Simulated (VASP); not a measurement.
# SnTe (rocksalt type) (Fm-3m) in VASP: notebook

Runs on SnTe (rocksalt type). Level: PBE. Tasks: single point.

Program: VASP 6.6.1. These are calculated values, not measurements. Logs are shortened: lines on timing, memory, paths and dates and some standing lists are left out, and cuts for length are marked.

## (1) The cell of the first run

Symmetry: Fm-3m, No. 225, cubic system. Conventional cell: a = 6.255 Å, b = 6.255 Å, c = 6.255 Å, α = 90.00°, β = 90.00°, γ = 90.00°. Within 4.1 Å of Sn (site symmetry m-3m) lie 6 Te at 3.13 Å. Within 4.1 Å of Te (site symmetry m-3m) lie 6 Sn at 3.13 Å.

## (2) Single point, PBE (volume scaled by 0.93, to set the pressure)

INCAR reads:

```
PREC     = Accurate       # precision mode
ENCUT    = 520            # plane-wave cutoff, eV
EDIFF    = 1E-6           # SCF threshold, eV
ISMEAR   = -1             # smearing method
SIGMA    = 0.1            # smearing width, eV
LREAL    = F              # projectors in reciprocal space
LASPH    = T              # aspherical terms in the spheres
NELM     = 60             # most SCF steps
ALGO     = Normal         # electronic algorithm
ISIF     = 2              # what is computed and relaxed
LWAVE    = F              # write WAVECAR
LCHARG   = F              # write CHGCAR
GGA      = PE             # functional
NBANDS   = 17             # bands
```

KPOINTS reads:

```
regular mesh
0
Gamma
  12 12 12
```

POSCAR reads:

```
SnTe
1.0
    0.0000000000      3.1274851018      3.1274851018
    3.1274851018      0.0000000000      3.1274851018
    3.1274851018      3.1274851018      0.0000000000
Sn Te
1 1
Direct
    0.0000000000      0.0000000000      0.0000000000
    0.5000000000      0.5000000000      0.5000000000
```

Potentials or basis: VASP PAW PBE potentials, release 64 (Sn_d, Te).

Started as:

```sh
$ cat potpaw_PBE.64/Sn_d/POTCAR potpaw_PBE.64/Te/POTCAR > POTCAR
$ mpirun -np 1 vasp_std > vasp.out
```

OUTCAR:

```text
PREC = Accurate
   ENCUT = 520
   EDIFF = 1E-6
   ISMEAR = -1
   LREAL = F
   LASPH = T
   NELM = 60
   ISIF = 2
   GGA = PE

 ion  position               nearest neighbor table
   1  0.000  0.000  0.000-   2 3.13   2 3.13   2 3.13   2 3.13   2 3.13   2 3.13
   2  0.500  0.500  0.500-   1 3.13   1 3.13   1 3.13   1 3.13   1 3.13   1 3.13

  LATTYP: Found a face centered cubic cell.
 ALAT       =     6.2549702036

  Lattice vectors:

 A1 = (   0.0000000000,   3.1274851018,   3.1274851018)
 A2 = (   3.1274851018,   0.0000000000,   3.1274851018)
 A3 = (   3.1274851018,   3.1274851018,   0.0000000000)

Analysis of symmetry for initial positions (statically):
=====================================================================
 Subroutine PRICEL returns:
 Original cell was already a primitive cell.

 Routine SETGRP: Setting up the symmetry group for a
 face centered cubic supercell.

 Subroutine GETGRP returns: Found 48 space group operations
 (whereof 48 operations were pure point group operations)
 out of a pool of 48 trial point group operations.

The static configuration has the point symmetry O_h .

Analysis of symmetry for dynamics (positions and initial velocities):
=====================================================================
 Subroutine PRICEL returns:
 Original cell was already a primitive cell.

 Routine SETGRP: Setting up the symmetry group for a
 face centered cubic supercell.

 Subroutine GETGRP returns: Found 48 space group operations
 (whereof 48 operations were pure point group operations)
 out of a pool of 48 trial point group operations.

The dynamic configuration has the point symmetry O_h .

 Subroutine INISYM returns: Found 48 space group operations
 (whereof 48 operations are pure point group operations),
 and found     1 'primitive' translations

----------------------------------------------------------------------------------------

                                     Primitive cell

  volume of cell :      61.1809

  direct lattice vectors                    reciprocal lattice vectors
     0.000000000  3.127485102  3.127485102    -0.159872864  0.159872864  0.159872864
     3.127485102  0.000000000  3.127485102     0.159872864 -0.159872864  0.159872864
     3.127485102  3.127485102  0.000000000     0.159872864  0.159872864 -0.159872864

  length of vectors
     4.422931847  4.422931847  4.422931847     0.276907923  0.276907923  0.276907923
[... 68 lines left out ...]
   ions per type =               1   1
   NGX,Y,Z   is equivalent  to a cutoff of  13.53, 13.53, 13.53 a.u.
   NGXF,Y,Z  is equivalent  to a cutoff of  27.06, 27.06, 27.06 a.u.
 SYSTEM =  unknown system
   PREC   = accura    normal or accurate (medium, high low for compatibility)
   ISTART =      0    job   : 0-new  1-cont  2-samecut
   ICHARG =      2    charge: 1-file 2-atom 10-const
   ISPIN  =      1    spin polarized calculation?
   LNONCOLLINEAR =      F non collinear calculations
   LSORBIT =      F    spin-orbit coupling
   LASPH  =      T    aspherical Exc in radial PAW
   ENCUT  =  520.0 eV  38.22 Ry    6.18 a.u.   8.22  8.22  8.22*2*pi/ulx,y,z
   NELM   =     60;   NELMIN=  2; NELMDL= -5     # of ELM steps
   EDIFF  = 0.1E-05   stopping-criterion for ELM
   LREAL  =      F    real-space projection
   EDIFFG = 0.1E-04   stopping-criterion for IOM
   NSW    =      0    number of steps for IOM
   IBRION =     -1    ionic relax: 0-MD 1-quasi-New 2-CG
   NFREE  =      0    steps in history (QN), initial steepest desc. (CG)
   ISIF   =      2    stress and relaxation
   ISYM   =      2    0-nonsym 1-usesym 2-fastsym
   POTIM  = 0.5000    time-step for ionic-motion
   TEBEG  =    0.0;   TEEND  =   0.0 temperature during run
   PSTRESS=    0.0 pullay stress
   NELECT =      20.0000    total number of electrons
   NUPDOWN=      -1.0000    fix difference up-down
   EMIN   =  10.00;   EMAX   =-10.00  energy-range for DOS
   EFERMI =   0.00;   METHOD = LEGACY
   ISMEAR =    -1;   SIGMA  =   0.10  broadening in eV -4-tet -1-fermi 0-gaus
   EFERMI_NEDOS =   21; number of points for ismear=-14 and -15
   IALGO  =     38    algorithm
   IMIX   =      4    mixing-type and parameters
     AMIX     =   0.40;   BMIX     =  1.00
     AMIX_MAG =   1.60;   BMIX_MAG =  1.00
  volume/ion in A,a.u.               =      30.59       206.43
  Fermi-wavevector in a.u.,A,eV,Ry     =   1.127750  2.131139 17.304169  1.271821
  Thomas-Fermi vector in A             =   2.264438
   LORBIT       =      0    0 simple, 1 ext, 2 COOP (PROOUT), +10 PAW based schemes
   GGA     = PE    functional components
[... 5 lines left out ...]
 non-spin polarized calculation
  energy-cutoff  :      520.00
  volume of cell :       61.18
 maximum number of plane-waves:      1676
 NGX is ok and might be reduce to    36
   NGX = 17   NGY = 17   NGZ = 17

 number of electron      19.9999997 magnetization

 Free energy of the ion-electron system (eV)
  ---------------------------------------------------
  ext. energy  EPLUGINS =         0.00000000
  ---------------------------------------------------
  free energy    TOTEN  =        -7.51939725 eV

  energy without entropy =       -7.51470524  energy(sigma->0) =       -7.51705124

 E-fermi :   7.2447     XC(G=0):  -9.5943

 val. band max:        7.2403188331   @ k =   0.5000   0.0000   0.0000
 cond. band min:       7.4038438100   @ k =   0.5000   0.0000   0.0000
 fundamental gap:      0.1635249769
 Fermi energy:         7.2447380950

 k-point     1 :       0.0000    0.0000    0.0000
  band No.  band energies     occupation
      1     -14.6684      2.00000
      2     -14.6684      2.00000
      3     -14.6614      2.00000
      4     -14.6614      2.00000
      5     -14.6614      2.00000
      6      -5.7317      2.00000
[... 457 lines left out ...]
      4     -14.6549      2.00000
      5     -14.6534      2.00000
      6      -4.2848      2.00000
[... 9 lines left out ...]
     16      15.0095      0.00000
     17      17.6735      0.00000

 [... further k-points ...]
[... 5 lines left out ...]
  --------------------------------------------------------------------------------------
  -------------------------------------------------------------------------------------
  Total        1.2999493      1.2999493      1.2999493      0.0000000     -0.0000000      0.0000000
  in kB       34.0424835     34.0424835     34.0424835      0.0000000     -0.0000000      0.0000000
  external PRESSURE =      34.0424835 kB  Pullay stress =       0.0000000 kB

 VOLUME and BASIS-vectors are now :
 -----------------------------------------------------------------------------
  energy-cutoff  :      520.00
  volume of cell :       61.18
      direct lattice vectors                 reciprocal lattice vectors
     0.000000000  3.127485102  3.127485102    -0.159872864  0.159872864  0.159872864
     3.127485102  0.000000000  3.127485102     0.159872864 -0.159872864  0.159872864
     3.127485102  3.127485102  0.000000000     0.159872864  0.159872864 -0.159872864

 POSITION                                       TOTAL-FORCE (eV/Angst)
 -----------------------------------------------------------------------------------
      0.00000      0.00000      0.00000         0.000000      0.000000      0.000000
      3.12749      3.12749      3.12749         0.000000      0.000000      0.000000
 -----------------------------------------------------------------------------------
    total drift:                               -0.000000      0.000000      0.000000

  FREE ENERGIE OF THE ION-ELECTRON SYSTEM (eV)
  ---------------------------------------------------
  free  energy   TOTEN  =        -7.5193972467 eV

  energy  without entropy=       -7.5147052381  energy(sigma->0) =       -7.51705124
```

Wall time 67 s (1 thread of Intel Xeon 6975P-C (Granite Rapids), shared host); peak memory 0.25 GiB.

What came out:

```
Free energy            : -7.5194 eV
Pressure               : 3.4 GPa
Band gap on the k mesh : 0.16 eV, direct
```

Caveat: the cell differs from its parent crystal (volume scaled by 0.93, to set the pressure); spin-orbit coupling is left out, which moves the levels of the heavy elements.

(Part 1 of 2 ends here.)
